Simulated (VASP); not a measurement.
Write the native input for VASP 6.6.1 that does the following.

```yaml
Task: single point
Functional: PBE
Potentials_or_basis: VASP PAW PBE potentials, release 64 (Si, O)
Cutoff: 520 eV
k_mesh: 2 × 2 × 2
Occupations: gaussian, width 0.01 eV
Spin: no spin polarisation
Dipole_correction: no
Further_INCAR_settings: LREAL = Auto; ALGO = Normal; EDIFF = 1e-06; NBANDS = 154
```

The structure of Si16O31 (a cell with a defect) lies in POSCAR:

```
Si16O31
1.0
  -10.0525946321      0.0000000000      0.0000000000
    0.0000000000    -10.0525946321      0.0000000000
    5.0262973161      5.0262973161      7.3717411703
Si O
16 31
Direct
    0.0050774615      0.4975259267      0.5085372403
    0.4919555438      0.5034686983      0.4816846474
    0.0020272682     -0.0029417495      0.5016192797
   -0.0062876909      0.4997750126      0.0005363039
    0.5000945126      0.0030387428      0.4993397244
    0.5213607475      0.4882052060      0.0240816565
    0.0008832397      0.0008288915      0.0008375251
    0.5021926982      0.0030289941     -0.0003771622
    0.6222790910      0.3867947940      0.2259183435
    0.1181760052      0.3752249874      0.2494636961
    0.6275698604      0.8719710059      0.2503771622
    0.6215402211      0.3774740733      0.7414627597
    0.1250457146      0.8741711085      0.2491624749
    0.1352708964      0.3715313017      0.7683153526
    0.6254079885      0.8779417495      0.7483807203
    0.1257547882      0.8719612572      0.7506602756
    0.0060286552      0.4375000000      0.1250000000
    0.5259667757      0.9375000000      0.1250000000
    0.5231446621      0.4269215708      0.5987013475
    0.0157999695      0.9375000000      0.1250000000
    0.0494433146      0.4480784292      0.6512986525
    0.5171791837      0.9431855728      0.6266163757
    0.0155628080      0.9318144272      0.6233836243
    0.5283798067      0.4111057900      0.3259526093
    0.0556851369      0.3841570274      0.3720806690
    0.5621547718      0.8940268630      0.3744585796
    0.5511638297      0.3956664353      0.8611632425
    0.0654289807      0.8910423410      0.3766369855
    0.0487774614      0.3829947141      0.8707829239
    0.5647823925      0.8944630101      0.8747017872
    0.0646845473      0.8911853929      0.8777111747
    0.8150005872      0.4793335647      0.3888367575
    0.3029945375      0.4920052859      0.3792170761
    0.8150806054      0.9805369899      0.3752982128
    0.8086044679      0.4908429726      0.8779193310
    0.3119733726      0.9838146071      0.3722888253
    0.3274271974      0.4638942100      0.9240473907
    0.8137919952      0.9839576590      0.8733630145
    0.3126961922      0.9809731370      0.8755414204
    0.5992427491      0.1931610114      0.1118586949
    0.1079660965      0.1893986150      0.1252472515
    0.6123840542      0.6818389886      0.1381413051
    0.6095526238      0.1899375167      0.6244578144
    0.1077188450      0.6856013850      0.1247527485
    0.1114172329      0.1846093395      0.6311539333
    0.6052632996      0.6903906605      0.6188460667
    0.1100948094      0.6850624833      0.6255421856
```

This cell differs from its parent crystal: atoms taken out, then relaxed in part.

One way to write it, as run:

INCAR

```
PREC = Accurate
ENCUT = 520
EDIFF = 1E-6
ISMEAR = 0
SIGMA = 0.01
LREAL = Auto
LASPH = T
NELM = 120
ALGO = Normal
ISIF = 2
LWAVE = F
LCHARG = F
GGA = PE
NBANDS = 154
GGA_COMPAT = F
```

KPOINTS

```
Automatic mesh
0
Gamma
  2 2 2
```

Potentials or basis: VASP PAW PBE potentials, release 64 (Si, O).

Launch:

```console
$ cat potpaw_PBE.64/Si/POTCAR potpaw_PBE.64/O/POTCAR > POTCAR
$ mpirun -np 1 vasp_std > vasp.out
```

Results of the run:

```json
{"Pressure": "-0.9 GPa", "Largest force": "0.049 eV/Å", "Band gap on the k mesh": "5.33 eV"}
```

Caveat: the cell differs from its parent crystal (atoms taken out, then relaxed in part).

Run time: 17 min on 1 thread of Intel(R) Xeon(R) Platinum 8488C (Sapphire Rapids), with other jobs on the host, peak memory 1.1 GiB.
